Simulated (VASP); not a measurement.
# SrCl2 (Fm-3m) in VASP: settings compared

The runs below take SrCl2 through single point, with PBE, LDA, PBEsol.

Program: VASP 6.6.1. These are calculated values, not measurements. Logs are shortened: lines on timing, memory, paths and dates and some standing lists are left out, and cuts for length are marked.

### 1 The cell of the first run

The structure is cubic, space group Fm-3m (No. 225). Conventional cell: a = 6.995 Å, b = 6.995 Å, c = 6.995 Å, α = 90.00°, β = 90.00°, γ = 90.00°. Sr (site symmetry m-3m) has 8 Cl at 3.03 Å within 4.0 Å. Within 4.0 Å of Cl (site symmetry -43m) lie 4 Sr at 3.03 Å and 6 Cl at 3.50 Å.

### 2 Single point, PBE

Input file INCAR:

```
SYSTEM = SrCl2
PREC     = Accurate       ! precision mode
ENCUT    = 520            ! plane-wave cutoff, eV
EDIFF    = 1E-6           ! SCF threshold, eV
ISMEAR   = 0              ! smearing method
SIGMA    = 0.01           ! smearing width, eV
LREAL    = .False.        ! projectors in reciprocal space
LASPH    = .True.         ! aspherical terms in the spheres
NELM     = 60             ! most SCF steps
ALGO     = Normal         ! electronic algorithm
ISIF     = 2              ! what is computed and relaxed
LWAVE    = .False.        ! write WAVECAR
LCHARG   = .False.        ! write CHGCAR
GGA      = PE             ! functional
NBANDS   = 19             ! bands
```

Input file KPOINTS:

```
Automatic mesh
0
Gamma
  4 4 4
  0 0 0
```

Input file POSCAR:

```
SrCl2
1.0
    0.0000000000      3.4976509228      3.4976509228
    3.4976509228      0.0000000000      3.4976509228
    3.4976509228      3.4976509228      0.0000000000
Sr Cl
1 2
Direct
    0.0000000000      0.0000000000      0.0000000000
    0.2500000000      0.2500000000      0.2500000000
    0.7500000000      0.7500000000      0.7500000000
```

Potentials or basis: VASP PAW PBE potentials, release 64 (Sr_sv, Cl).

Launch:

```sh
cat potpaw_PBE.64/Sr_sv/POTCAR potpaw_PBE.64/Cl/POTCAR > POTCAR
mpirun -np 1 vasp_std > vasp.out
```

OUTCAR:

```text
SYSTEM = SrCl2
   PREC = Accurate
   ENCUT = 520
   EDIFF = 1E-6
   ISMEAR = 0
   LREAL = .False.
   LASPH = .True.
   NELM = 60
   ISIF = 2
   GGA = PE

 ion  position               nearest neighbor table
   1  0.000  0.000  0.000-   3 3.03   3 3.03   3 3.03   2 3.03   3 3.03   2 3.03   2 3.03   2 3.03

   2  0.250  0.250  0.250-   1 3.03   1 3.03   1 3.03   1 3.03
   3  0.750  0.750  0.750-   1 3.03   1 3.03   1 3.03   1 3.03

  LATTYP: Found a face centered cubic cell.
 ALAT       =     6.9953018456

  Lattice vectors:

 A1 = (   0.0000000000,   3.4976509228,   3.4976509228)
 A2 = (   3.4976509228,   0.0000000000,   3.4976509228)
 A3 = (   3.4976509228,   3.4976509228,   0.0000000000)

Analysis of symmetry for initial positions (statically):
=====================================================================
 Subroutine PRICEL returns:
 Original cell was already a primitive cell.

 Routine SETGRP: Setting up the symmetry group for a
 face centered cubic supercell.

 Subroutine GETGRP returns: Found 48 space group operations
 (whereof 48 operations were pure point group operations)
 out of a pool of 48 trial point group operations.

The static configuration has the point symmetry O_h .

Analysis of symmetry for dynamics (positions and initial velocities):
=====================================================================
 Subroutine PRICEL returns:
 Original cell was already a primitive cell.

 Routine SETGRP: Setting up the symmetry group for a
 face centered cubic supercell.

 Subroutine GETGRP returns: Found 48 space group operations
 (whereof 48 operations were pure point group operations)
 out of a pool of 48 trial point group operations.

The dynamic configuration has the point symmetry O_h .

 Subroutine INISYM returns: Found 48 space group operations
 (whereof 48 operations are pure point group operations),
 and found     1 'primitive' translations

----------------------------------------------------------------------------------------

                                     Primitive cell

  volume of cell :      85.5775

  direct lattice vectors                    reciprocal lattice vectors
     0.000000000  3.497650923  3.497650923    -0.142953088  0.142953088  0.142953088
     3.497650923  0.000000000  3.497650923     0.142953088 -0.142953088  0.142953088
     3.497650923  3.497650923  0.000000000     0.142953088  0.142953088 -0.142953088

  length of vectors
     4.946425371  4.946425371  4.946425371     0.247602011  0.247602011  0.247602011

  position of ions in fractional coordinates (direct lattice)
     0.000000000  0.000000000  0.000000000
     0.250000000  0.250000000  0.250000000
     0.750000000  0.750000000  0.750000000

  ion indices of the primitive-cell ions
   primitive index   ion index
                 1           1
                 2           2
                 3           3

----------------------------------------------------------------------------------------

 KPOINTS: Automatic mesh

Automatic generation of k-mesh.
 Grid dimensions read from file:
 generate k-points for:    4    4    4

 Generating k-lattice:

  Cartesian coordinates                     Fractional coordinates (reciprocal lattice)
    -0.035738272  0.035738272  0.035738272     0.250000000  0.000000000  0.000000000
     0.035738272 -0.035738272  0.035738272     0.000000000  0.250000000  0.000000000
     0.035738272  0.035738272 -0.035738272     0.000000000  0.000000000  0.250000000

  Length of vectors
     0.061900503  0.061900503  0.061900503

  Shift w.r.t. Gamma in fractional coordinates (k-lattice)
     0.000000000  0.000000000  0.000000000

 Subroutine IBZKPT returns following result:
 ===========================================

 Found      8 irreducible k-points:

 Following reciprocal coordinates:
            Coordinates               Weight
  0.000000  0.000000  0.000000      1.000000
  0.250000  0.000000  0.000000      8.000000
  0.500000  0.000000  0.000000      4.000000
  0.250000  0.250000  0.000000      6.000000
  0.500000  0.250000  0.000000     24.000000
 -0.250000  0.250000  0.000000     12.000000
  0.500000  0.500000  0.000000      3.000000
 -0.250000  0.500000  0.250000      6.000000
   k-points           NKPTS =      8   k-points in BZ     NKDIM =      8   number of bands    NBANDS=     19
   number of dos      NEDOS =    301   number of ions     NIONS =      3
   total plane-waves  NPLWV =  64000
   dimension x,y,z NGX =    40 NGY =   40 NGZ =   40
   dimension x,y,z NGXF=    80 NGYF=   80 NGZF=   80
   ions per type =               1   2
   NGX,Y,Z   is equivalent  to a cutoff of  13.44, 13.44, 13.44 a.u.
   NGXF,Y,Z  is equivalent  to a cutoff of  26.89, 26.89, 26.89 a.u.
 SYSTEM =  SrCl2
   PREC   = accura    normal or accurate (medium, high low for compatibility)
   ISTART =      0    job   : 0-new  1-cont  2-samecut
   ICHARG =      2    charge: 1-file 2-atom 10-const
   ISPIN  =      1    spin polarized calculation?
   LNONCOLLINEAR =      F non collinear calculations
   LSORBIT =      F    spin-orbit coupling
   LASPH  =      T    aspherical Exc in radial PAW
   ENCUT  =  520.0 eV  38.22 Ry    6.18 a.u.   9.20  9.20  9.20*2*pi/ulx,y,z
   NELM   =     60;   NELMIN=  2; NELMDL= -5     # of ELM steps
   EDIFF  = 0.1E-05   stopping-criterion for ELM
   LREAL  =      F    real-space projection
   EDIFFG = 0.1E-04   stopping-criterion for IOM
   NSW    =      0    number of steps for IOM
   IBRION =     -1    ionic relax: 0-MD 1-quasi-New 2-CG
   NFREE  =      0    steps in history (QN), initial steepest desc. (CG)
   ISIF   =      2    stress and relaxation
   ISYM   =      2    0-nonsym 1-usesym 2-fastsym
   POTIM  = 0.5000    time-step for ionic-motion
   TEBEG  =    0.0;   TEEND  =   0.0 temperature during run
   PSTRESS=    0.0 pullay stress
   NELECT =      24.0000    total number of electrons
   NUPDOWN=      -1.0000    fix difference up-down
   EMIN   =  10.00;   EMAX   =-10.00  energy-range for DOS
   EFERMI =   0.00;   METHOD = LEGACY
   ISMEAR =     0;   SIGMA  =   0.01  broadening in eV -4-tet -1-fermi 0-gaus
   EFERMI_NEDOS =   21; number of points for ismear=-14 and -15
   IALGO  =     38    algorithm
   IMIX   =      4    mixing-type and parameters
     AMIX     =   0.40;   BMIX     =  1.00
     AMIX_MAG =   1.60;   BMIX_MAG =  1.00
  volume/ion in A,a.u.               =      28.53       192.50
  Fermi-wavevector in a.u.,A,eV,Ry     =   1.071582  2.024997 15.623409  1.148288
  Thomas-Fermi vector in A             =   2.207327
   LORBIT       =      0    0 simple, 1 ext, 2 COOP (PROOUT), +10 PAW based schemes
   GGA     = PE    functional components
   LHFCALC =     F    Hartree Fock is set to
   AEXX    =    0.0000 exact exchange contribution
   IVDW    =     0    specifies the selected vdW correction
   LEPSILON=     F    determine dielectric tensor
   LRPA    =     F    only Hartree local field effects (RPA)
 non-spin polarized calculation
 Gauss-broadening in eV      SIGMA  =   0.01
  energy-cutoff  :      520.00
  volume of cell :       85.58
 maximum number of plane-waves:      2332
 NGX is ok and might be reduce to    40
   NGX = 19   NGY = 19   NGZ = 19

 number of electron      24.0000002 magnetization

 Free energy of the ion-electron system (eV)
  ---------------------------------------------------
  ext. energy  EPLUGINS =         0.00000000
  ---------------------------------------------------
  free energy    TOTEN  =       -12.78641784 eV

  energy without entropy =      -12.78641784  energy(sigma->0) =      -12.78641784

 E-fermi :   0.1602     XC(G=0):  -8.2485

 val. band max:        0.1005060734   @ k =   0.5000   0.5000   0.0000
 cond. band min:       5.4077291480   @ k =   0.0000   0.0000   0.0000
 fundamental gap:      5.3072230747
 Fermi energy:         0.1601762237

 k-point     1 :       0.0000    0.0000    0.0000
  band No.  band energies     occupation
      1     -32.8130      2.00000
      2     -14.8011      2.00000
      3     -14.8011      2.00000
      4     -14.8011      2.00000
      5     -13.1801      2.00000
      6     -12.3463      2.00000
[... 11 lines left out ...]
     18       9.1224      0.00000
     19       9.3668      0.00000

 k-point     2 :       0.2500    0.0000    0.0000
  band No.  band energies     occupation
      1     -32.8115      2.00000
      2     -14.9539      2.00000
      3     -14.8077      2.00000
      4     -14.8077      2.00000
      5     -12.9139      2.00000
      6     -12.4451      2.00000
[... 11 lines left out ...]
     18       8.6996      0.00000
     19       9.6691      0.00000

 k-point     3 :       0.5000    0.0000    0.0000
  band No.  band energies     occupation
      1     -32.8099      2.00000
      2     -15.0708      2.00000
      3     -14.8143      2.00000
      4     -14.8143      2.00000
      5     -12.7886      2.00000
      6     -12.4269      2.00000
[... 11 lines left out ...]
     18       8.6836      0.00000
     19       8.8237      0.00000

 k-point     4 :       0.2500    0.2500    0.0000
  band No.  band energies     occupation
      1     -32.8110      2.00000
      2     -14.9888      2.00000
      3     -14.8169      2.00000
      4     -14.8169      2.00000
      5     -12.7998      2.00000
      6     -12.4997      2.00000
[... 11 lines left out ...]
     18       8.5252      0.00000
     19       9.1518      0.00000

 k-point     5 :       0.5000    0.2500    0.0000
  band No.  band energies     occupation
      1     -32.8094      2.00000
      2     -15.0498      2.00000
      3     -14.8869      2.00000
      4     -14.8235      2.00000
      5     -12.6330      2.00000
      6     -12.5067      2.00000
[... 11 lines left out ...]
     18       8.9696      0.00000
     19       9.7233      0.00000

 k-point     6 :      -0.2500    0.2500    0.0000
  band No.  band energies     occupation
      1     -32.8099      2.00000
      2     -14.9988      2.00000
      3     -14.9043      2.00000
      4     -14.8144      2.00000
      5     -12.6737      2.00000
      6     -12.5192      2.00000
[... 11 lines left out ...]
     18       8.6010      0.00000
     19       9.9597      0.00000

 k-point     7 :       0.5000    0.5000    0.0000
  band No.  band energies     occupation
      1     -32.8089      2.00000
      2     -15.1294      2.00000
      3     -14.8326      2.00000
      4     -14.8326      2.00000
      5     -12.6429      2.00000
      6     -12.4481      2.00000
[... 11 lines left out ...]
     18       8.7317      0.00000
     19       9.9535      0.00000

 k-point     8 :      -0.2500    0.5000    0.2500
  band No.  band energies     occupation
      1     -32.8089      2.00000
      2     -14.9890      2.00000
      3     -14.9890      2.00000
      4     -14.8330      2.00000
      5     -12.5377      2.00000
      6     -12.5377      2.00000
[... 11 lines left out ...]
     18       9.5339      0.00000
     19      10.7111      0.00000

------------------------ aborting loop because EDIFF is reached ----------------------------------------

  FORCE on cell =-STRESS in cart. coord.  units (eV):
  Direction    XX          YY          ZZ          XY          YZ          ZX
  --------------------------------------------------------------------------------------
  -------------------------------------------------------------------------------------
  Total        0.4132977      0.4132977      0.4132977     -0.0000000     -0.0000000      0.0000000
  in kB        7.7377406      7.7377406      7.7377406     -0.0000000     -0.0000000      0.0000000
  external PRESSURE =       7.7377406 kB  Pullay stress =       0.0000000 kB

 VOLUME and BASIS-vectors are now :
 -----------------------------------------------------------------------------
  energy-cutoff  :      520.00
  volume of cell :       85.58
      direct lattice vectors                 reciprocal lattice vectors
     0.000000000  3.497650923  3.497650923    -0.142953088  0.142953088  0.142953088
     3.497650923  0.000000000  3.497650923     0.142953088 -0.142953088  0.142953088
     3.497650923  3.497650923  0.000000000     0.142953088  0.142953088 -0.142953088

 POSITION                                       TOTAL-FORCE (eV/Angst)
 -----------------------------------------------------------------------------------
      0.00000      0.00000      0.00000        -0.000000      0.000000      0.000000
      1.74883      1.74883      1.74883        -0.000000     -0.000000      0.000000
      5.24648      5.24648      5.24648         0.000000      0.000000     -0.000000
 -----------------------------------------------------------------------------------
    total drift:                               -0.000000     -0.000000      0.000000

  FREE ENERGIE OF THE ION-ELECTRON SYSTEM (eV)
  ---------------------------------------------------
  free  energy   TOTEN  =       -12.7864178360 eV

  energy  without entropy=      -12.7864178360  energy(sigma->0) =      -12.78641784
```

It used 20 s of CPU time on 1 thread of Intel Xeon 6975P-C, with other jobs on the host.

What came out:

- Free energy: -12.7864 eV
- Pressure: 0.8 GPa
- Band gap on the k mesh: 5.31 eV, indirect (least direct gap 5.51 eV)

### 3 Single point, PBE

Input file INCAR:

```
PREC = Accurate
ENCUT = 520
EDIFF = 1E-6
ISMEAR = 0
SIGMA = 0.01
LREAL = F
LASPH = T
NELM = 60
ALGO = Normal
ISIF = 2
LWAVE = F
LCHARG = F
GGA = PE
NBANDS = 19
```

Input file KPOINTS:

```
regular mesh
0
Gamma
  4 4 4
```

POSCAR is that of step 2.

Potentials or basis: VASP PAW PBE potentials, release 64 (Sr_sv, Cl).

Launch:

```sh
cat potpaw_PBE.64/Sr_sv/POTCAR potpaw_PBE.64/Cl/POTCAR > POTCAR
mpirun -np 1 vasp_std > vasp.out
```

It used 20 s of CPU time on 1 thread of Intel Xeon 6975P-C, on a shared host.

Results (log left out):

| Property | Result |
| --- | --- |
| Free energy | -12.7864 eV |
| Pressure | 0.8 GPa |
| Band gap on the k mesh | 5.31 eV, indirect (least direct gap 5.51 eV) |

Levels at points of the mesh, in eV from the valence-band top:
```
           k point  band 8  band 9  band 10  band 11  band 12  band 13  band 14  band 15  band 16  band 17
(0.00, 0.00, 0.00)   -2.10   -2.10    -0.33    -0.33    -0.33     5.31     6.10     6.10     9.02     9.02
(0.50, 0.00, 0.00)   -1.54   -1.48    -1.30    -1.04    -1.04     6.70     6.70     7.48     7.86     8.58
(0.50, 0.50, 0.00)   -1.86   -1.86    -0.40    -0.40     0.00     5.51     7.02     7.58     7.98     7.98
```

A k mesh can miss the band edges. PBE gaps usually lie below the measured ones, often by a third to a half.

### 4 Single point, LDA

This run uses another cell than the first one, of 26.18 Å³/atom, 0.918 times its volume.

Input file INCAR:

```
  ALGO = Normal
  EDIFF = 1E-6
  ENCUT = 520
  ISIF = 2
  ISMEAR = -1
  LASPH = True
  LCHARG = False
  LREAL = False
  LWAVE = False
  NBANDS = 19
  NELM = 100
  PREC = Accurate
  SIGMA = 0.02
```

Input file KPOINTS:

```
k-points
0
Gamma
  6 6 6
```

Input file POSCAR:

```
SrCl2
1.0
    0.0000000000      3.3991982370      3.3991982370
    3.3991982370      0.0000000000      3.3991982370
    3.3991982370      3.3991982370      0.0000000000
Sr Cl
1 2
Direct
    0.0000000000      0.0000000000      0.0000000000
    0.2500000000      0.2500000000      0.2500000000
    0.7500000000      0.7500000000      0.7500000000
```

Potentials or basis: VASP PAW LDA potentials, release 64 (Sr_sv, Cl).

Launch:

```sh
cat potpaw_LDA.64/Sr_sv/POTCAR potpaw_LDA.64/Cl/POTCAR > POTCAR
mpirun -np 1 vasp_std > vasp.out
```

It used 20 s of CPU time on 1 thread of Intel Xeon 6975P-C (shared host).

Results (log left out):

* Free energy: -14.0777 eV
* Pressure: 0.2 GPa
* Band gap on the k mesh: 5.09 eV, direct

Levels at points of the mesh, in eV from the valence-band top:
| k point | band 8 | band 9 | band 10 | band 11 | band 12 | band 13 | band 14 | band 15 | band 16 | band 17 |
| --- | --- | --- | --- | --- | --- | --- | --- | --- | --- | --- |
| (0.00, 0.00, 0.00) | -2.48 | -2.48 | -0.38 | -0.38 | -0.38 | 5.18 | 5.76 | 5.76 | 8.83 | 8.83 |
| (0.50, 0.00, 0.00) | -1.86 | -1.71 | -1.52 | -1.18 | -1.18 | 6.48 | 6.48 | 7.54 | 7.56 | 8.82 |
| (0.50, 0.50, 0.00) | -2.12 | -2.12 | -0.49 | -0.49 | 0.00 | 5.09 | 7.01 | 7.52 | 8.06 | 8.06 |

A k mesh can miss the band edges. LDA gaps usually lie below the measured ones, often by a third to a half.

### 5 Single point, PBEsol

This run uses another cell than the first one, of 27.46 Å³/atom, 0.963 times its volume.

Input file INCAR:

```
PREC = Accurate
ENCUT = 520
EDIFF = 1E-6
ISMEAR = -1
SIGMA = 0.02
LREAL = F
LASPH = T
NELM = 60
ALGO = Normal
ISIF = 2
LWAVE = F
LCHARG = F
GGA = PS
NBANDS = 19
```

Input file KPOINTS:

```
Automatic mesh
0
Gamma
  6 6 6
```

Input file POSCAR:

```
SrCl2
1.0
    0.0000000000      3.4534661735      3.4534661735
    3.4534661735      0.0000000000      3.4534661735
    3.4534661735      3.4534661735      0.0000000000
Sr Cl
1 2
Direct
    0.0000000000      0.0000000000      0.0000000000
    0.2500000000      0.2500000000      0.2500000000
    0.7500000000      0.7500000000      0.7500000000
```

Potentials or basis: VASP PAW PBE potentials, release 64 (Sr_sv, Cl).

Launch:

```sh
cat potpaw_PBE.64/Sr_sv/POTCAR potpaw_PBE.64/Cl/POTCAR > POTCAR
mpirun -np 1 vasp_std > vasp.out
```

It took 36 s on 1 thread of Intel Xeon 6975P-C, shared host; peak memory 0.21 GiB.

The run converged. Its results:

| Quantity | Value |
| --- | --- |
| Free energy | -13.3425 eV |
| Pressure | 0.2 GPa |
| Band gap on the k mesh | 5.24 eV, indirect (least direct gap 5.34 eV) |

Levels at points of the mesh, in eV from the valence-band top:
```csv
k point,band 10,band 11,band 12,band 13,band 14,band 15
"(0.00, 0.00, 0.00)",-0.36,-0.36,-0.36,5.24,5.96,5.96
"(0.50, 0.00, 0.00)",-1.41,-1.11,-1.11,6.63,6.63,7.52
"(0.50, 0.50, 0.00)",-0.44,-0.44,0.00,5.34,7.00,7.58
```

Caveat: the PAW data sets were made with another functional, which shifts forces and pressure a little.

### 6 The runs side by side

```csv
level,potentials or basis,cell,k mesh,smearing,gap on the mesh (eV),pressure (GPa)
PBE,"VASP PAW PBE potentials, release 64 (Sr_sv, Cl)","a = 4.946 Å, angles 60.0°, 3 atoms",4 × 4 × 4,gaussian 0.01 eV,5.31,0.8
LDA,"VASP PAW LDA potentials, release 64 (Sr_sv, Cl)","a = 4.807 Å, angles 60.0°, 3 atoms",6 × 6 × 6,fermi-dirac 0.02 eV,5.09,0.2
PBEsol,"VASP PAW PBE potentials, release 64 (Sr_sv, Cl)","a = 4.884 Å, angles 60.0°, 3 atoms",6 × 6 × 6,fermi-dirac 0.02 eV,5.24,0.2
```

Alike in all rows: task single point; no spin polarisation; cutoff (eV) 520.

Caveats: the PAW data sets were made with another functional, which shifts forces and pressure a little (some runs).

Absolute energies hang on the potentials; compare differences alone.
